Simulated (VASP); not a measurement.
A run of VASP 6.6.1 is set up as follows.

File INCAR:

```
SYSTEM = Mg3SiO3
PREC = Accurate ; ENCUT = 520
EDIFF = 1E-6 ; ISMEAR = 0
SIGMA = 0.05 ; LREAL = .False.
LASPH = .True. ; NELM = 150
ALGO = Normal ; ISIF = 2
LWAVE = .False. ; LCHARG = .True.
ISPIN = 2 ; MAGMOM = 0 0 0 0 0 0 2
LORBIT = 11 ; LDIPOL = .True.
IDIPOL = 3 ; DIPOL = 0.5 0.5 0.346
GGA = PE ; LELF = .True.
LVHAR = .True. ; LVACPOTAV = .True.
NBANDS = 27
```

File KPOINTS:

```
regular mesh
0
Gamma
  9 9 1
  0 0 0
```

File POSCAR:

```
Mg3SiO3
1.0
    3.0085896295      0.0000000000      0.0000000000
    0.0000000000      3.0085896295      0.0000000000
    0.0000000000      0.0000000000     19.7799623107
Mg O Si
3 3 1
Direct
    0.5000000000      0.5000000000      0.2022248545
    0.0000000000      0.0000000000      0.3100331116
    0.5000000000      0.5000000000      0.4161289118
    0.0000000000      0.0000000000      0.2022248545
    0.5000000000      0.5000000000      0.3095409235
    0.0000000000      0.0000000000      0.4186035434
    0.2500000000      0.2500000000      0.5621089526
```

Potentials or basis: VASP PAW PBE potentials, release 64 (Mg, O, Si).

Launch:

```console
$ cat potpaw_PBE.64/Mg/POTCAR potpaw_PBE.64/O/POTCAR potpaw_PBE.64/Si/POTCAR > POTCAR
$ mpirun -np 1 vasp_std > vasp.out
```

Task: What does it give for the largest force?

Result: 0.444 eV/Å.

Task: What does it give for the net moment?

Result: 0.00 μB per cell.

Task: Estimate the band gap on the k mesh.

Result: Zero (filled and empty bands overlap).

Forces on the atoms (eV/Å):
```
Mg   0.000  0.000  0.444
Mg   0.010  0.010 -0.082
Mg   0.074  0.074  0.329
O    0.001  0.001 -0.424
O    0.012  0.012  0.027
O    0.098  0.098 -0.293
Si  -0.195 -0.195 -0.001
```
